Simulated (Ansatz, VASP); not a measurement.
# Two plane-wave programs on TiAl

The input INCAR:

```
  ALGO = Fast
  EDIFF = 1E-7
  ENCUT = 520
  GGA = PE
  ISIF = 2
  ISMEAR = 0
  LASPH = T
  LCHARG = F
  LREAL = F
  LWAVE = F
  NBANDS = 23
  NELM = 60
  PREC = Accurate
  SIGMA = 0.1
```

KPOINTS

```
k-points
0
Gamma
  6 6 6
```

File POSCAR:

```
TiAl
1.0
   -2.0194139000      2.0194139000      3.7200396700
    2.0194139000     -2.0194139000      3.7200396700
    2.0194139000      2.0194139000     -3.7200396700
Ti Al
2 2
Direct
    0.6939837900      0.6939837900      0.0000000000
    0.3060162100      0.3060162100      0.0000000000
    0.7500000000      0.2500000000      0.5000000000
    0.2500000000      0.7500000000      0.5000000000
```

Input for Ansatz:

```yaml
crystal:
  lattice:
    - [-2.0194139, 2.0194139, 3.72003967]
    - [2.0194139, -2.0194139, 3.72003967]
    - [2.0194139, 2.0194139, -3.72003967]
  atoms:
    - { symbol: Ti, position: [0.69398379, 0.69398379, 0.0] }
    - { symbol: Ti, position: [0.30601621, 0.30601621, 0.0] }
    - { symbol: Al, position: [0.75, 0.25, 0.5] }
    - { symbol: Al, position: [0.25, 0.75, 0.5] }
basis:
  ecutwfc: 420
kpoints:
  mp_grid: { grid: [6, 6, 6] }
hamiltonian:
  xc: pbe
scf:
  occupations: { method: gaussian, width: 0.1 }
  lower_state_search: "off"
output:
  forces: true
  stress: true
  eigenvalues: true
```

Alike in both runs: task single point; functional PBE; k mesh 6 × 6 × 6; occupations gaussian, width 0.1 eV; no spin polarisation.

|  | VASP | Ansatz |
| --- | --- | --- |
| version | VASP 6.6.1 | Ansatz 0.2.0 |
| potentials or method | VASP PAW PBE potentials, release 64 (Ti_sv, Al), cutoff 520 eV | scalar-relativistic, plane waves, PAW |
| valence electrons in the cell | 30 | 30 |

|  | VASP | Ansatz | Ansatz less VASP |
| --- | --- | --- | --- |
| gap on the k mesh at the Fermi level (eV) | none | none | - |
| rms of the force components (eV/Å) | 2.123 | 2.131 | +0.0083 |

Atom by atom the forces differ by 0.008 eV/Å (rms over components). A gap of «none» marks a metal or a gap that the smearing closes. The functional is the same, so the differences come from potentials, cutoffs and numerics.

The k mesh is coarse, so the values compare programs but aren't converged.
